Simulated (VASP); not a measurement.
# MgO (Periclase) (Fm-3m) in VASP: a series of runs, part 2 of 2

VASP 6.6.1.

**4. Relaxation of the atoms, PBE**

Input file INCAR:

```
ALGO = Normal ; EDIFF = 1E-7
EDIFFG = -0.02 ; ENCUT = 520
GGA = PE ; IBRION = 2
ISIF = 2 ; ISMEAR = -1
LASPH = True ; LCHARG = False
LREAL = False ; LWAVE = False
NELM = 100 ; NSW = 80
PREC = Accurate ; SIGMA = 0.02
```

Input file KPOINTS:

```
k-points
0
Gamma
  13 13 13
```

Input file POSCAR:

```
MgO
1.0
    0.0000000000      2.0185000000      2.0185000000
    2.0185000000      0.0000000000      2.0185000000
    2.0185000000      2.0185000000      0.0000000000
Mg O
1 1
Direct
    0.0000000000      0.0000000000      0.0000000000
    0.5000000000      0.5000000000      0.5000000000
```

Potentials or basis: VASP PAW PBE potentials, release 64 (Mg, O).

On the command line:

```bash
> cat potpaw_PBE.64/Mg/POTCAR potpaw_PBE.64/O/POTCAR > POTCAR
> mpirun -np 1 vasp_std > vasp.out
```

OUTCAR:

```text
EDIFF = 1E-7
   EDIFFG = -0.02
   ENCUT = 520
   GGA = PE
   IBRION = 2
   ISIF = 2
   ISMEAR = -1
   LASPH = True
   LREAL = False
   NELM = 100
   NSW = 80
   PREC = Accurate

 ion  position               nearest neighbor table
   1  0.000  0.000  0.000-   2 2.02   2 2.02   2 2.02   2 2.02   2 2.02   2 2.02
   2  0.500  0.500  0.500-   1 2.02   1 2.02   1 2.02   1 2.02   1 2.02   1 2.02

  LATTYP: Found a face centered cubic cell.
 ALAT       =     4.0370000000

  Lattice vectors:

 A1 = (   0.0000000000,   2.0185000000,   2.0185000000)
 A2 = (   2.0185000000,   0.0000000000,   2.0185000000)
 A3 = (   2.0185000000,   2.0185000000,   0.0000000000)

Analysis of symmetry for initial positions (statically):
=====================================================================
 Subroutine PRICEL returns:
 Original cell was already a primitive cell.

 Routine SETGRP: Setting up the symmetry group for a
 face centered cubic supercell.

 Subroutine GETGRP returns: Found 48 space group operations
 (whereof 48 operations were pure point group operations)
 out of a pool of 48 trial point group operations.

The static configuration has the point symmetry O_h .

Analysis of symmetry for dynamics (positions and initial velocities):
=====================================================================
 Subroutine PRICEL returns:
 Original cell was already a primitive cell.

 Routine SETGRP: Setting up the symmetry group for a
 face centered cubic supercell.

 Subroutine GETGRP returns: Found 48 space group operations
 (whereof 48 operations were pure point group operations)
 out of a pool of 48 trial point group operations.

The dynamic configuration has the point symmetry O_h .

 Subroutine INISYM returns: Found 48 space group operations
 (whereof 48 operations are pure point group operations),
 and found     1 'primitive' translations

----------------------------------------------------------------------------------------

                                     Primitive cell
[... 116 lines left out ...]
   GGA     = PE    functional components
   LHFCALC =     F    Hartree Fock is set to
   AEXX    =    0.0000 exact exchange contribution
   IVDW    =     0    specifies the selected vdW correction
   LEPSILON=     F    determine dielectric tensor
   LRPA    =     F    only Hartree local field effects (RPA)
 conjugate gradient relaxation of ions
 non-spin polarized calculation
  energy-cutoff  :      520.00
  volume of cell :       16.45
 maximum number of plane-waves:       459
 NGX is ok and might be reduce to    24
   NGX = 11   NGY = 11   NGZ = 11

 number of electron       7.9999999 magnetization

 Free energy of the ion-electron system (eV)
  ---------------------------------------------------
  ext. energy  EPLUGINS =         0.00000000
  ---------------------------------------------------
  free energy    TOTEN  =       -11.67343911 eV

  energy without entropy =      -11.67343911  energy(sigma->0) =      -11.67343911

 E-fermi :   4.5698     XC(G=0): -11.6983

 val. band max:        4.2129190634   @ k =   0.0000   0.0000   0.0000
 cond. band min:      10.2823712763   @ k =   0.0000   0.0000   0.0000
 fundamental gap:      6.0694522130
 Fermi energy:         4.5698410760

 k-point     1 :       0.0000    0.0000    0.0000
  band No.  band energies     occupation
      1     -13.7562      2.00000
      2       4.2129      2.00000
      3       4.2129      2.00000
      4       4.2129      2.00000
      5      10.2824      0.00000
      6      20.7265      0.00000
      7      20.7265      0.00000
      8      20.7265      0.00000
[... 243 lines left out ...]
 k-point    24 :       0.4615    0.1538    0.0000
  band No.  band energies     occupation
      1     -12.1558      2.00000
      2      -0.3746      2.00000
      3       2.7362      2.00000
      4       3.2391      2.00000
      5      13.9705      0.00000
      6      17.5012      0.00000
      7      20.1872      0.00000
      8      22.6338      0.00000

 [... further k-points ...]

------------------------ aborting loop because EDIFF is reached ----------------------------------------

  FORCE on cell =-STRESS in cart. coord.  units (eV):
  Direction    XX          YY          ZZ          XY          YZ          ZX
  --------------------------------------------------------------------------------------
  -------------------------------------------------------------------------------------
  Total        3.2583620      3.2583620      3.2583620      0.0000000      0.0000000     -0.0000000
  in kB      317.3903018    317.3903018    317.3903018      0.0000000      0.0000000     -0.0000000
  external PRESSURE =     317.3903018 kB  Pullay stress =       0.0000000 kB

 VOLUME and BASIS-vectors are now :
 -----------------------------------------------------------------------------
  energy-cutoff  :      520.00
  volume of cell :       16.45
      direct lattice vectors                 reciprocal lattice vectors
     0.000000000  2.018500000  2.018500000    -0.247708695  0.247708695  0.247708695
     2.018500000  0.000000000  2.018500000     0.247708695 -0.247708695  0.247708695
     2.018500000  2.018500000  0.000000000     0.247708695  0.247708695 -0.247708695

 POSITION                                       TOTAL-FORCE (eV/Angst)
 -----------------------------------------------------------------------------------
      0.00000      0.00000      0.00000        -0.000000     -0.000000      0.000000
      2.01850      2.01850      2.01850         0.000000      0.000000      0.000000
 -----------------------------------------------------------------------------------
    total drift:                               -0.000000     -0.000000      0.000000

  FREE ENERGIE OF THE ION-ELECTRON SYSTEM (eV)
  ---------------------------------------------------
  free  energy   TOTEN  =       -11.6734391115 eV

  energy  without entropy=      -11.6734391115  energy(sigma->0) =      -11.67343911

 reached required accuracy - stopping structural energy minimisation
```

OSZICAR:

```text
N       E                     dE             d eps       ncg     rms          rms(c)
DAV:   1     0.137641858707E+02    0.13764E+02   -0.49709E+03  1560   0.904E+02
DAV:   2    -0.129606875748E+02   -0.26725E+02   -0.25769E+02  1632   0.145E+02
DAV:   3    -0.132883191351E+02   -0.32763E+00   -0.32763E+00  1744   0.178E+01
DAV:   4    -0.132887191439E+02   -0.40001E-03   -0.40001E-03  1784   0.584E-01
DAV:   5    -0.132887196736E+02   -0.52968E-06   -0.52968E-06  1856   0.144E-02    0.741E+00
DAV:   6    -0.116910142299E+02    0.15977E+01   -0.92473E+00  1344   0.226E+01    0.210E+00
DAV:   7    -0.116780674187E+02    0.12947E-01   -0.31826E-02  1544   0.221E+00    0.130E+00
DAV:   8    -0.116733288928E+02    0.47385E-02   -0.17458E-02  1344   0.206E+00    0.110E-01
DAV:   9    -0.116733569382E+02   -0.28045E-04   -0.19599E-04  2000   0.120E-01    0.581E-02
DAV:  10    -0.116734391823E+02   -0.82244E-04   -0.84531E-05  1376   0.102E-01    0.496E-03
DAV:  11    -0.116734391115E+02    0.70822E-07   -0.79780E-07  2024   0.994E-03
   1 F= -.11673439E+02 E0= -.11673439E+02  d E =-.116734E+02
```

It took 4.4 s on 1 thread of Intel Xeon 6975P-C (Granite Rapids), shared host; peak memory 0.14 GiB.

What came out:

* Free energy: -11.6734 eV
* Pressure after relaxing: 31.7 GPa
* Band gap on the k mesh: 6.07 eV, direct

Final structure:
```
CELL_PARAMETERS angstrom
0.00000 2.01850 2.01850
2.01850 0.00000 2.01850
2.01850 2.01850 0.00000
ATOMIC_POSITIONS crystal
Mg 0.00000 0.00000 0.00000
O 0.50000 0.50000 0.50000
```

Caveat: the relaxation stopped at its first step, so nothing moved.

**5. Summary**

```csv
task,cell,gap on the mesh (eV),pressure (GPa)
single point,"a = 2.855 Å, angles 60.0°, 2 atoms",6.07,31.7
single point,"a = 2.911 Å, angles 60.0°, 2 atoms",5.43,17.3
relaxation of the atoms,"atoms relaxed from a = 2.855 Å, angles 60.0°, 2 atoms",6.07,31.7
```

Alike in all rows: level PBE; potentials or basis VASP PAW PBE potentials, release 64 (Mg, O); no spin polarisation; k mesh 13 × 13 × 13; cutoff (eV) 520; smearing fermi-dirac 0.02 eV.

Caveats: the relaxation stopped at its first step, so nothing moved (some runs).

Absolute energies hang on the potentials; compare differences alone.
